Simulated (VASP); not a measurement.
# TiAl3 (Pm) in VASP: single point with PBEsol

Aim: the single point of TiAl3 with PBEsol.

Program: VASP 6.6.1. These are calculated values, not measurements. Logs are shortened: lines on timing, memory, paths and dates and some standing lists are left out, and cuts for length are marked.

## Step 1: The cell of the first run

Symmetry: Pm, No. 6, monoclinic system. The conventional cell has a = 2.781 Å, b = 4.671 Å, c = 4.893 Å, α = 90.00°, β = 90.00°, γ = 90.00°. Within 3.6 Å of Ti (site symmetry m) lie 10 Al at 2.76 to 2.90 Å and 2 Ti at 2.78 Å. Al (site symmetry m) has 4 Ti at 2.76 to 2.88 Å and 8 Al at 2.78 to 2.85 Å within 3.6 Å. Al (site symmetry m) has 8 Al at 2.78 to 2.84 Å and 4 Ti at 2.79 to 2.90 Å within 3.7 Å. Within 3.7 Å of Al (site symmetry m) lie 10 Al at 2.78 to 2.85 Å and 2 Ti at 2.82 Å.

## Step 2: Single point, PBEsol (atom 1 (Ti) moved +0.113 Å along Cartesian [1 0 0])

File INCAR:

```
SYSTEM = TiAl3
ALGO     = Fast           ! electronic algorithm
EDIFF    = 1E-6           ! SCF threshold, eV
ENCUT    = 520            ! plane-wave cutoff, eV
GGA      = PS             ! functional
ISIF     = 2              ! what is computed and relaxed
ISMEAR   = 0              ! smearing method
LASPH    = .True.         ! aspherical terms in the spheres
LCHARG   = .True.         ! write CHGCAR
LELF     = .True.         ! ELF
LREAL    = .False.        ! projectors in reciprocal space
LVHAR    = .True.       
LWAVE    = .False.        ! write WAVECAR
NBANDS   = 18             ! bands
NELM     = 60             ! most SCF steps
PREC     = Accurate       ! precision mode
SIGMA    = 0.15           ! smearing width, eV
```

File KPOINTS:

```
k-points
0
Gamma
  18 10 10
  0 0 0
```

File POSCAR:

```
TiAl3
1.0
    2.7813912058      0.0000000000      0.0000000000
    0.0000000000      4.6710700323      0.0000000000
    0.0000000000      0.0000000000      4.8934030395
Ti Al
1 3
Direct
    0.0404473847      0.5000000000      0.1631682049
    0.5000000000      0.5000000000      0.6640465240
    0.5000000000      0.0000000000      0.3331101826
    0.0000000000      0.0000000000      0.8396740885
```

Potentials or basis: VASP PAW PBE potentials, release 64 (Ti_sv, Al).

Run with:

```sh
$ cat potpaw_PBE.64/Ti_sv/POTCAR potpaw_PBE.64/Al/POTCAR > POTCAR
$ mpirun -np 1 vasp_std > vasp.out
```

OUTCAR:

```text
SYSTEM = TiAl3
   EDIFF = 1E-6
   ENCUT = 520
   GGA = PS
   ISIF = 2
   ISMEAR = 0
   LASPH = .True.
   LREAL = .False.
   NELM = 60
   PREC = Accurate

 ion  position               nearest neighbor table
   1  0.040  0.500  0.163-   2 2.76   2 2.76   3 2.79   3 2.79   4 2.82   4 2.82   2 2.87   2 2.88
                             3 2.90   3 2.90
   2  0.500  0.500  0.664-   1 2.76   1 2.76   3 2.84   3 2.84   4 2.85   4 2.85   4 2.85   4 2.85
                             1 2.87   1 2.88
   3  0.500  0.000  0.333-   4 2.79   4 2.79   1 2.79   1 2.79   2 2.84   2 2.84   4 2.84   4 2.84
                             1 2.90   1 2.90
   4  0.000  0.000  0.840-   3 2.79   3 2.79   1 2.82   1 2.82   3 2.84   3 2.84   2 2.85   2 2.85
                             2 2.85   2 2.85

  LATTYP: Found a simple orthorhombic cell.
 ALAT       =     2.7813912058
 B/A-ratio  =     1.6794005901
 C/A-ratio  =     1.7593364893

  Lattice vectors:

 A1 = (   2.7813912058,   0.0000000000,   0.0000000000)
 A2 = (   0.0000000000,   4.6710700323,   0.0000000000)
 A3 = (   0.0000000000,   0.0000000000,   4.8934030395)

Analysis of symmetry for initial positions (statically):
=====================================================================
 Subroutine PRICEL returns:
 Original cell was already a primitive cell.

 Routine SETGRP: Setting up the symmetry group for a
 simple orthorhombic supercell.

 Subroutine GETGRP returns: Found  2 space group operations
 (whereof  2 operations were pure point group operations)
 out of a pool of  8 trial point group operations.

The static configuration has the point symmetry C_1h.

Analysis of symmetry for dynamics (positions and initial velocities):
=====================================================================
 Subroutine PRICEL returns:
 Original cell was already a primitive cell.

 Routine SETGRP: Setting up the symmetry group for a
 simple orthorhombic supercell.

 Subroutine GETGRP returns: Found  2 space group operations
 (whereof  2 operations were pure point group operations)
 out of a pool of  8 trial point group operations.

The dynamic configuration has the point symmetry C_1h.

 Subroutine INISYM returns: Found  2 space group operations
 (whereof  2 operations are pure point group operations),
 and found     1 'primitive' translations

----------------------------------------------------------------------------------------

                                     Primitive cell

  volume of cell :      63.5755

  direct lattice vectors                    reciprocal lattice vectors
     2.781391206  0.000000000  0.000000000     0.359532308  0.000000000  0.000000000
     0.000000000  4.671070032  0.000000000     0.000000000  0.214083710  0.000000000
     0.000000000  0.000000000  4.893403039     0.000000000  0.000000000  0.204356762

  length of vectors
     2.781391206  4.671070032  4.893403039     0.359532308  0.214083710  0.204356762

  position of ions in fractional coordinates (direct lattice)
     0.040447385  0.500000000  0.163168205
     0.500000000  0.500000000  0.664046524
     0.500000000  0.000000000  0.333110183
     0.000000000  0.000000000  0.839674088

  ion indices of the primitive-cell ions
   primitive index   ion index
                 1           1
                 2           2
                 3           3
                 4           4

----------------------------------------------------------------------------------------

 KPOINTS: k-points

Automatic generation of k-mesh.
 Grid dimensions read from file:
 generate k-points for:   18   10   10

 Generating k-lattice:

  Cartesian coordinates                     Fractional coordinates (reciprocal lattice)
     0.019974017  0.000000000  0.000000000     0.055555556  0.000000000  0.000000000
     0.000000000  0.021408371  0.000000000     0.000000000  0.100000000  0.000000000
     0.000000000  0.000000000  0.020435676     0.000000000  0.000000000  0.100000000

  Length of vectors
     0.019974017  0.021408371  0.020435676

  Shift w.r.t. Gamma in fractional coordinates (k-lattice)
     0.000000000  0.000000000  0.000000000

 Subroutine IBZKPT returns following result:
 ===========================================

 Found    552 irreducible k-points:

 Following reciprocal coordinates:
            Coordinates               Weight
  0.000000  0.000000  0.000000      1.000000
  0.055556  0.000000  0.000000      2.000000
  0.111111  0.000000  0.000000      2.000000
  0.166667  0.000000  0.000000      2.000000
  0.222222  0.000000  0.000000      2.000000
  0.277778  0.000000  0.000000      2.000000
[... 16 lines left out ...]
  0.111111  0.200000  0.000000      4.000000
  0.166667  0.200000  0.000000      4.000000
 [... further k-points ...]
   k-points           NKPTS =    552   k-points in BZ     NKDIM =    552   number of bands    NBANDS=     18
   number of dos      NEDOS =    301   number of ions     NIONS =      4
   total plane-waves  NPLWV =  31104
   dimension x,y,z NGX =    24 NGY =   36 NGZ =   36
   dimension x,y,z NGXF=    48 NGYF=   72 NGZF=   72
   ions per type =               1   3
   NGX,Y,Z   is equivalent  to a cutoff of  14.34, 12.81, 12.23 a.u.
   NGXF,Y,Z  is equivalent  to a cutoff of  28.69, 25.63, 24.46 a.u.
 SYSTEM =  TiAl3
   PREC   = accura    normal or accurate (medium, high low for compatibility)
   ISTART =      0    job   : 0-new  1-cont  2-samecut
   ICHARG =      2    charge: 1-file 2-atom 10-const
   ISPIN  =      1    spin polarized calculation?
   LNONCOLLINEAR =      F non collinear calculations
   LSORBIT =      F    spin-orbit coupling
   LASPH  =      T    aspherical Exc in radial PAW
   ENCUT  =  520.0 eV  38.22 Ry    6.18 a.u.   5.17  8.69  9.10*2*pi/ulx,y,z
   NELM   =     60;   NELMIN=  2; NELMDL= -5     # of ELM steps
   EDIFF  = 0.1E-05   stopping-criterion for ELM
   LREAL  =      F    real-space projection
   EDIFFG = 0.1E-04   stopping-criterion for IOM
   NSW    =      0    number of steps for IOM
   IBRION =     -1    ionic relax: 0-MD 1-quasi-New 2-CG
   NFREE  =      0    steps in history (QN), initial steepest desc. (CG)
   ISIF   =      2    stress and relaxation
   ISYM   =      2    0-nonsym 1-usesym 2-fastsym
   POTIM  = 0.5000    time-step for ionic-motion
   TEBEG  =    0.0;   TEEND  =   0.0 temperature during run
   PSTRESS=    0.0 pullay stress
   NELECT =      21.0000    total number of electrons
   NUPDOWN=      -1.0000    fix difference up-down
   EMIN   =  10.00;   EMAX   =-10.00  energy-range for DOS
   EFERMI =   0.00;   METHOD = LEGACY
   ISMEAR =     0;   SIGMA  =   0.15  broadening in eV -4-tet -1-fermi 0-gaus
   EFERMI_NEDOS =   21; number of points for ismear=-14 and -15
   IALGO  =     68    algorithm
   IMIX   =      4    mixing-type and parameters
     AMIX     =   0.40;   BMIX     =  1.00
     AMIX_MAG =   1.60;   BMIX_MAG =  1.00
  volume/ion in A,a.u.               =      15.89       107.26
  Fermi-wavevector in a.u.,A,eV,Ry     =   1.131666  2.138538 17.424533  1.280667
  Thomas-Fermi vector in A             =   2.268365
   LORBIT       =      0    0 simple, 1 ext, 2 COOP (PROOUT), +10 PAW based schemes
   GGA     = PS    functional components
   LHFCALC =     F    Hartree Fock is set to
   AEXX    =    0.0000 exact exchange contribution
   IVDW    =     0    specifies the selected vdW correction
   LEPSILON=     F    determine dielectric tensor
   LRPA    =     F    only Hartree local field effects (RPA)
 non-spin polarized calculation
 RMM-DIIS sequential band-by-band and
 Gauss-broadening in eV      SIGMA  =   0.15
  energy-cutoff  :      520.00
  volume of cell :       63.58
 maximum number of plane-waves:      1736
 NGX is ok and might be reduce to    24
   NGX = 11   NGY = 17   NGZ = 19

 number of electron      21.0000000 magnetization

 Free energy of the ion-electron system (eV)
  ---------------------------------------------------
  ext. energy  EPLUGINS =         0.00000000
  ---------------------------------------------------
  free energy    TOTEN  =       -21.57716369 eV

  energy without entropy =      -21.54714475  energy(sigma->0) =      -21.56215422

 E-fermi :   8.2198     XC(G=0): -10.8098

 val. band max:        8.2184697280   @ k =   0.2222   0.0000  -0.4000
 cond. band min:       8.2198893710   @ k =   0.2222  -0.2000  -0.4000
 fundamental gap:      0.0014196430
 Fermi energy:         8.2198408271

 k-point     1 :       0.0000    0.0000    0.0000
  band No.  band energies     occupation
      1     -47.9730      2.00000
      2     -24.4052      2.00000
      3     -24.4047      2.00000
      4     -23.9917      2.00000
      5      -2.0280      2.00000
      6       3.0228      2.00000
[... 10 lines left out ...]
     17      14.2868      0.00000
     18      14.5923      0.00000

 k-point     2 :       0.0556    0.0000    0.0000
  band No.  band energies     occupation
      1     -47.9709      2.00000
      2     -24.4032      2.00000
      3     -24.4028      2.00000
      4     -24.0083      2.00000
      5      -1.9678      2.00000
      6       3.0769      2.00000
[... 10 lines left out ...]
     17      14.3228      0.00000
     18      14.8935      0.00000

 k-point     3 :       0.1111    0.0000    0.0000
  band No.  band energies     occupation
      1     -47.9650      2.00000
      2     -24.3976      2.00000
      3     -24.3970      2.00000
      4     -24.0560      2.00000
      5      -1.7877      2.00000
      6       3.2387      2.00000
[... 10 lines left out ...]
     17      13.2782      0.00000
     18      14.3458      0.00000

 k-point     4 :       0.1667    0.0000    0.0000
  band No.  band energies     occupation
      1     -47.9559      2.00000
      2     -24.3889      2.00000
      3     -24.3882      2.00000
      4     -24.1287      2.00000
      5      -1.4891      2.00000
      6       3.5060      2.00000
[... 375 lines left out ...]
      4     -24.0083      2.00000
      5      -1.7016      2.00000
      6       2.2157      2.00000
[... 10 lines left out ...]
     17      14.7009      0.00000
     18      15.2105      0.00000

 k-point    23 :       0.1111    0.2000    0.0000
  band No.  band energies     occupation
      1     -47.9649      2.00000
      2     -24.3989      2.00000
      3     -24.3969      2.00000
      4     -24.0560      2.00000
      5      -1.5234      2.00000
      6       2.3768      2.00000
[... 10 lines left out ...]
     17      13.4939      0.00000
     18      15.1178      0.00000

 k-point    24 :       0.1667    0.2000    0.0000
  band No.  band energies     occupation
      1     -47.9558      2.00000
      2     -24.3901      2.00000
      3     -24.3881      2.00000
      4     -24.1286      2.00000
      5      -1.2280      2.00000
      6       2.6428      2.00000
[... 10 lines left out ...]
     17      12.5143      0.00000
     18      14.9678      0.00000

 [... further k-points ...]

------------------------ aborting loop because EDIFF is reached ----------------------------------------

  FORCE on cell =-STRESS in cart. coord.  units (eV):
  Direction    XX          YY          ZZ          XY          YZ          ZX
  --------------------------------------------------------------------------------------
  -------------------------------------------------------------------------------------
  Total       -0.0133480      0.0793752      0.1826465      0.0000000      0.0000000      0.2785555
  in kB       -0.3363860      2.0003498      4.6029104      0.0000000      0.0000000      7.0199308
  external PRESSURE =       2.0889581 kB  Pullay stress =       0.0000000 kB

 VOLUME and BASIS-vectors are now :
 -----------------------------------------------------------------------------
  energy-cutoff  :      520.00
  volume of cell :       63.58
      direct lattice vectors                 reciprocal lattice vectors
     2.781391206  0.000000000  0.000000000     0.359532308  0.000000000  0.000000000
     0.000000000  4.671070032  0.000000000     0.000000000  0.214083710  0.000000000
     0.000000000  0.000000000  4.893403039     0.000000000  0.000000000  0.204356762

 POSITION                                       TOTAL-FORCE (eV/Angst)
 -----------------------------------------------------------------------------------
      0.11250      2.33554      0.79845        -0.528627      0.000000     -0.031193
      1.39070      2.33554      3.24945         0.304588      0.000000     -0.007534
      1.39070      0.00000      1.63004         0.265138      0.000000      0.022462
      0.00000      0.00000      4.10886        -0.041099      0.000000      0.016265
 -----------------------------------------------------------------------------------
    total drift:                               -0.000094      0.000000      0.000011

  FREE ENERGIE OF THE ION-ELECTRON SYSTEM (eV)
  ---------------------------------------------------
  free  energy   TOTEN  =       -21.5771636911 eV

  energy  without entropy=      -21.5471447472  energy(sigma->0) =      -21.56215422
```

It took 29 min on 1 thread of Oxide Virtual Turin-like, shared host; peak memory 0.61 GiB.

Results:

```yaml
Free_energy: -21.5772 eV
Pressure: 0.2 GPa
Largest_force: 0.530 eV/Å
```

Forces on the atoms (eV/Å):
```
Ti  -0.529  0.000 -0.031
Al   0.305  0.000 -0.008
Al   0.265  0.000  0.022
Al  -0.041  0.000  0.016
```

Caveat: the cell differs from its parent crystal (atom 1 (Ti) moved +0.113 Å along Cartesian [1 0 0]); the PAW data sets were made with another functional, which shifts forces and pressure a little.
